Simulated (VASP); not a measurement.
# MgO (P1) in VASP: relaxation of cell and atoms with PBE

Aim: the relaxation of cell and atoms of MgO with PBE.

Everything below comes from runs of VASP 6.6.1. Logs are shortened: lines on timing, memory, paths and dates and some standing lists are left out, and cuts for length are marked.

**1. The cell of the first run**

The typed cell holds 8 atoms: a = 3.456 Å, b = 4.233 Å, c = 6.104 Å, α = 87.76°, β = 90.14°, γ = 88.52°.

**2. Relaxation of cell and atoms, PBE**

Contents of INCAR:

```
SYSTEM = MgO
  ALGO = Normal
  EDIFF = 1E-6
  EDIFFG = -0.025
  ENCUT = 600
  GGA = PE
  IBRION = 2
  ISIF = 3
  ISMEAR = 0
  LASPH = .TRUE.
  LCHARG = .FALSE.
  LREAL = .FALSE.
  LWAVE = .FALSE.
  NELM = 80
  NSW = 80
  PREC = Accurate
  SIGMA = 0.1
```

Contents of KPOINTS:

```
k-points
0
G
  4 4 2
  0 0 0
```

Contents of POSCAR:

```
MgO
1.0
   -1.7321317804      2.9907404491      0.0449651681
    0.0445779023      0.0882234367      4.2318704879
    5.2892598486      3.0443557974      0.1190466903
Mg O
4 4
Direct
   -0.0589991315      0.7290375821      0.3531502060
    0.5239487703      0.7471600866      0.8373985998
    0.4583091610      0.2795521797      0.1368779437
    0.0041463021      0.2768170217      0.6426408804
    0.0648723815      0.2221234574      0.3398538179
    0.4997055277      0.2058392134      0.8418843631
    0.5179091801      0.7938571109      0.1776390169
   -0.0098921912      0.7456133481      0.6705551723
```

Potentials or basis: VASP PAW PBE potentials, release 64 (Mg, O).

Command:

```sh
$ cat potpaw_PBE.64/Mg/POTCAR potpaw_PBE.64/O/POTCAR > POTCAR
$ mpirun -np 1 vasp_std > vasp.out
```

OUTCAR:

```text
SYSTEM = MgO
   EDIFF = 1E-6
   EDIFFG = -0.025
   ENCUT = 600
   GGA = PE
   IBRION = 2
   ISIF = 3
   ISMEAR = 0
   LASPH = .TRUE.
   LREAL = .FALSE.
   NELM = 80
   NSW = 80
   PREC = Accurate

 ion  position               nearest neighbor table
   1  0.941  0.729  0.353-   7 1.82   8 1.95   5 2.14   5 2.18   7 2.28   4 2.56   3 2.91   3 2.93
                             4 2.98   3 3.08   3 3.22   2 3.29   2 3.46   2 3.58
   2  0.524  0.747  0.837-   8 1.91   6 1.94   7 2.09   8 2.11   6 2.29   3 2.66   4 2.86   3 2.96
                             4 2.99   4 3.03   4 3.04   1 3.29   1 3.46   1 3.58
   3  0.458  0.280  0.137-   6 1.84   5 1.86   7 2.07   7 2.22   5 2.43   2 2.66   1 2.91   1 2.93
                             2 2.96   1 3.08   1 3.22   4 3.40   4 3.47   4 3.56   4 3.61
   4  0.004  0.277  0.643-   5 1.88   8 2.00   6 2.11   6 2.15   8 2.25   1 2.56   2 2.86   1 2.98
                             2 2.99   2 3.03   2 3.04   3 3.40   3 3.47   3 3.56   3 3.61
   5  0.065  0.222  0.340-   3 1.86   4 1.88   1 2.14   1 2.18   3 2.43
   6  0.500  0.206  0.842-   3 1.84   2 1.94   4 2.11   4 2.15   2 2.29
   7  0.518  0.794  0.178-   1 1.82   3 2.07   2 2.09   3 2.22   1 2.28
   8  0.990  0.746  0.671-   2 1.91   1 1.95   4 2.00   2 2.11   4 2.25

  LATTYP: Found a triclinic cell.
 ALAT       =     5.3955053944
 B/A-ratio  =     0.6406107548
 C/A-ratio  =     1.1313078720
 COS(alpha) =     0.0024392992
 COS(beta)  =     0.0321740595
 COS(gamma) =     0.6203993324

  Lattice vectors:

 A1 = (   1.7767096827,  -2.9025170124,   4.1869053198)
 A2 = (   1.7321317804,  -2.9907404491,  -0.0449651681)
 A3 = (   5.2892598486,   3.0443557974,   0.1190466903)

Analysis of symmetry for initial positions (statically):
=====================================================================
 Subroutine PRICEL returns:
 Original cell was already a primitive cell.

 Routine SETGRP: Setting up the symmetry group for a
 triclinic supercell.

 Subroutine GETGRP returns: Found  1 space group operations
 (whereof  1 operations were pure point group operations)
 out of a pool of  2 trial point group operations.

The static configuration has the point symmetry C_1 .

Analysis of symmetry for dynamics (positions and initial velocities):
=====================================================================
 Subroutine PRICEL returns:
 Original cell was already a primitive cell.

 Routine SETGRP: Setting up the symmetry group for a
 triclinic supercell.

 Subroutine GETGRP returns: Found  1 space group operations
 (whereof  1 operations were pure point group operations)
 out of a pool of  2 trial point group operations.

The dynamic configuration has the point symmetry C_1 .

 Subroutine INISYM returns: Found  1 space group operations
 (whereof  1 operations are pure point group operations),
 and found     1 'primitive' translations

----------------------------------------------------------------------------------------

                                     Primitive cell

  volume of cell :      89.2098

[... 101 lines left out ...]
   ISIF   =      3    stress and relaxation
   ISYM   =      2    0-nonsym 1-usesym 2-fastsym
   POTIM  = 0.5000    time-step for ionic-motion
   TEBEG  =    0.0;   TEEND  =   0.0 temperature during run
   PSTRESS=    0.0 pullay stress
   NELECT =      32.0000    total number of electrons
   NUPDOWN=      -1.0000    fix difference up-down
   EMIN   =  10.00;   EMAX   =-10.00  energy-range for DOS
   EFERMI =   0.00;   METHOD = LEGACY
   ISMEAR =     0;   SIGMA  =   0.10  broadening in eV -4-tet -1-fermi 0-gaus
   EFERMI_NEDOS =   21; number of points for ismear=-14 and -15
   IALGO  =     38    algorithm
   IMIX   =      4    mixing-type and parameters
     AMIX     =   0.40;   BMIX     =  1.00
     AMIX_MAG =   1.60;   BMIX_MAG =  1.00
  volume/ion in A,a.u.               =      11.15        75.25
  Fermi-wavevector in a.u.,A,eV,Ry     =   1.163199  2.198127 18.409114  1.353032
  Thomas-Fermi vector in A             =   2.299751
   LORBIT       =      0    0 simple, 1 ext, 2 COOP (PROOUT), +10 PAW based schemes
   GGA     = PE    functional components
   LHFCALC =     F    Hartree Fock is set to
   AEXX    =    0.0000 exact exchange contribution
   IVDW    =     0    specifies the selected vdW correction
   LEPSILON=     F    determine dielectric tensor
   LRPA    =     F    only Hartree local field effects (RPA)
 conjugate gradient relaxation of ions
 non-spin polarized calculation
 Gauss-broadening in eV      SIGMA  =   0.10
  energy-cutoff  :      600.00
  volume of cell :       89.21
 maximum number of plane-waves:      3000
   NGX = 13   NGY = 17   NGZ = 25

--------------------------------------- Ionic step        1  -------------------------------------------

 number of electron      31.9999997 magnetization

 Free energy of the ion-electron system (eV)
  ---------------------------------------------------
  ext. energy  EPLUGINS =         0.00000000
  ---------------------------------------------------
  free energy    TOTEN  =       -45.27902637 eV

  energy without entropy =      -45.27902637  energy(sigma->0) =      -45.27902637

 E-fermi :   2.4849     XC(G=0): -10.0211

 val. band max:        1.9926585740   @ k =   0.0000   0.0000   0.0000
 cond. band min:       4.9923003436   @ k =   0.0000   0.0000   0.0000
 fundamental gap:      2.9996417696
 Fermi energy:         2.4848819500

 k-point     1 :       0.0000    0.0000    0.0000
  band No.  band energies     occupation
      1     -15.0333      2.00000
      2     -14.1920      2.00000
      3     -13.9618      2.00000
      4     -13.3656      2.00000
      5      -1.6991      2.00000
      6      -1.6365      2.00000
[... 588 lines left out ...]
  FREE ENERGIE OF THE ION-ELECTRON SYSTEM (eV)
  ---------------------------------------------------
  free  energy   TOTEN  =       -46.8758480549 eV

  energy  without entropy=      -46.8758480549  energy(sigma->0) =      -46.87584805

[... ionic steps 4 to 13 ...]

--------------------------------------- Ionic step       14  -------------------------------------------

 number of electron      32.0000010 magnetization

------------------------ aborting loop because EDIFF is reached ----------------------------------------
[... 79 lines left out ...]
--------------------------------------- Ionic step       16  -------------------------------------------

 number of electron      32.0000009 magnetization

 Free energy of the ion-electron system (eV)
  ---------------------------------------------------
  ext. energy  EPLUGINS =         0.00000000
  ---------------------------------------------------
  free energy    TOTEN  =       -47.35773950 eV

  energy without entropy =      -47.35773950  energy(sigma->0) =      -47.35773950

 E-fermi :   2.2479     XC(G=0):  -9.9487

 val. band max:        1.8269887276   @ k =   0.0000   0.0000   0.0000
 cond. band min:       5.1171543197   @ k =   0.0000   0.0000   0.0000
 fundamental gap:      3.2901655921
 Fermi energy:         2.2479332870

 k-point     1 :       0.0000    0.0000    0.0000
  band No.  band energies     occupation
      1     -14.9902      2.00000
      2     -14.3280      2.00000
      3     -13.9095      2.00000
      4     -13.6687      2.00000
      5      -1.7256      2.00000
      6      -1.6441      2.00000
[... 504 lines left out ...]
  FREE ENERGIE OF THE ION-ELECTRON SYSTEM (eV)
  ---------------------------------------------------
  free  energy   TOTEN  =       -47.3577395019 eV

  energy  without entropy=      -47.3577395018  energy(sigma->0) =      -47.35773950

 reached required accuracy - stopping structural energy minimisation
```

OSZICAR:

```text
N       E                     dE             d eps       ncg     rms          rms(c)
DAV:   1     0.197550826046E+03    0.19755E+03   -0.17135E+04   840   0.154E+03
DAV:   2    -0.389485115874E+02   -0.23650E+03   -0.22631E+03  1199   0.301E+02
DAV:   3    -0.538080914857E+02   -0.14860E+02   -0.14779E+02  1015   0.829E+01
[... 136 lines left out ...]
DAV:   1    -0.473578472711E+02   -0.33057E-03   -0.88800E-02   840   0.242E+00    0.106E-01
DAV:   2    -0.473578163989E+02    0.30872E-04   -0.15182E-03  1030   0.297E-01    0.566E-02
DAV:   3    -0.473577477053E+02    0.68694E-04   -0.57675E-05  1020   0.721E-02    0.197E-02
DAV:   4    -0.473577395565E+02    0.81488E-05   -0.26070E-05  1030   0.414E-02    0.423E-03
DAV:   5    -0.473577395019E+02    0.54649E-07   -0.19482E-06   694   0.120E-02
  16 F= -.47357740E+02 E0= -.47357740E+02  d E =-.223300E-03
```

Wall time 4.2 min (1 thread of Intel Xeon 6975P-C (Granite Rapids), shared host); peak memory 0.24 GiB.

What came out:

- Free energy: -47.3577 eV
- Relaxed volume: 11.31 Å³/atom
- Relaxed cell: a = 3.517 Å, b = 4.228 Å, c = 6.086 Å, α = 90.00°, β = 90.03°, γ = 90.00°
- Space group after relaxing (to 0.1 Å): P6_3/mmc (No. 194)
- Energy gained by relaxing: 259.8 meV/atom
- Ionic steps: 16
- Pressure after relaxing: 0.0 GPa
- Largest force after relaxing: 0.017 eV/Å
- Band gap on the k mesh: 3.29 eV

Forces on the atoms (eV/Å):
```
Mg   0.003  0.004  0.003
Mg   0.000 -0.009 -0.008
Mg  -0.002  0.009  0.002
Mg  -0.001 -0.001 -0.003
O   -0.012  0.001  0.012
O    0.007 -0.010  0.001
O   -0.003  0.013  0.000
O    0.008 -0.007 -0.008
```

Step by step:
| step | energy change (eV) | largest force (eV/Å) | pressure (GPa) | volume (Å³) |
| --- | --- | --- | --- | --- |
| 1 | 0.0000 | 3.3712 | 8.32 | 89.21 |
| 2 | -1.5902 | 1.1520 | -6.63 | 96.81 |
| 3 | -1.5968 | 1.0583 | -7.22 | 97.33 |
| 4 | -1.9596 | 0.7117 | -0.56 | 91.08 |
| 5 | -1.9716 | 0.6820 | 1.31 | 89.78 |
| 6 | -2.0471 | 0.3287 | 0.61 | 90.06 |
| 7 | -2.0572 | 0.3057 | 0.39 | 90.20 |
| 8 | -2.0701 | 0.0997 | -0.28 | 90.65 |
| 9 | -2.0711 | 0.0715 | -0.49 | 90.81 |
| 10 | -2.0747 | 0.0710 | 0.18 | 90.37 |
| 11 | -2.0749 | 0.0797 | 0.33 | 90.26 |
| 12 | -2.0770 | 0.0544 | 0.04 | 90.45 |
| 13 | -2.0776 | 0.0689 | -0.18 | 90.62 |
| 14 | -2.0785 | 0.0395 | 0.04 | 90.48 |
| 15 | -2.0785 | 0.0387 | 0.04 | 90.47 |
| 16 | -2.0787 | 0.0172 | 0.00 | 90.50 |

Final structure:
```yaml
crystal:
  lattice:
    - [-1.75883, 3.04584, 0.00047]
    - [0.00192, 0.00028, 4.22805]
    - [5.27206, 3.04060, -0.00270]
  atoms:
    - { symbol: Mg, position: [0.99784, 0.74981, 0.33321] }
    - { symbol: Mg, position: [0.50242, 0.75029, 0.83327] }
    - { symbol: Mg, position: [0.49758, 0.24985, 0.16672] }
    - { symbol: Mg, position: [0.00211, 0.25020, 0.66678] }
    - { symbol: O, position: [0.99768, 0.24967, 0.33339] }
    - { symbol: O, position: [0.50253, 0.25010, 0.83328] }
    - { symbol: O, position: [0.49744, 0.74985, 0.16665] }
    - { symbol: O, position: [0.00239, 0.75022, 0.66669] }
```

Caveat: the k points lie up to 0.52 Å⁻¹ apart in the final cell.
